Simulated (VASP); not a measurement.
Set up this calculation in VASP 6.6.1, as the native input.

```yaml
Task: single point
Functional: PBE
Potentials_or_basis: VASP PAW PBE potentials, release 64 (Sc_sv, W_sv)
Cutoff: 520 eV
k_mesh: 12 × 12 × 12
Occupations: gaussian, width 0.1 eV
Spin: no spin polarisation
Dipole_correction: no
Further_INCAR_settings: ALGO = Fast; EDIFF = 1e-07; NBANDS = 32
```

The structure of Sc3W lies in POSCAR:

```
Sc3W
1.0
    0.0000000000      3.4429405338      3.4429405338
    3.4429405338      0.0000000000      3.4429405338
    3.4429405338      3.4429405338      0.0000000000
Sc W
3 1
Direct
    0.2500000000      0.2500000000      0.2500000000
    0.7500000000      0.7500000000      0.7500000000
    0.5000000000      0.5000000000      0.5000000000
    0.0000000000      0.0000000000      0.0000000000
```

The input as run:

INCAR

```
SYSTEM = Sc3W
PREC = Accurate ; ENCUT = 520
EDIFF = 1E-7 ; ISMEAR = 0
SIGMA = 0.1 ; LREAL = .FALSE.
LASPH = .TRUE. ; NELM = 80
ALGO = Fast ; ISIF = 2
LWAVE = .FALSE. ; LCHARG = .FALSE.
GGA = PE ; NBANDS = 32
```

KPOINTS

```
Automatic mesh
0
G
  12 12 12
  0 0 0
```

Potentials or basis: VASP PAW PBE potentials, release 64 (Sc_sv, W_sv).

Run with:

```console
$ cat potpaw_PBE.64/Sc_sv/POTCAR potpaw_PBE.64/W_sv/POTCAR > POTCAR
$ mpirun -np 1 vasp_std > vasp.out
```

It gave:

The pressure is 0.1 GPa.

Run time: 8.5 min on 1 thread of Oxide Virtual Turin-like Processor, with other jobs on the host, peak memory 0.28 GiB.
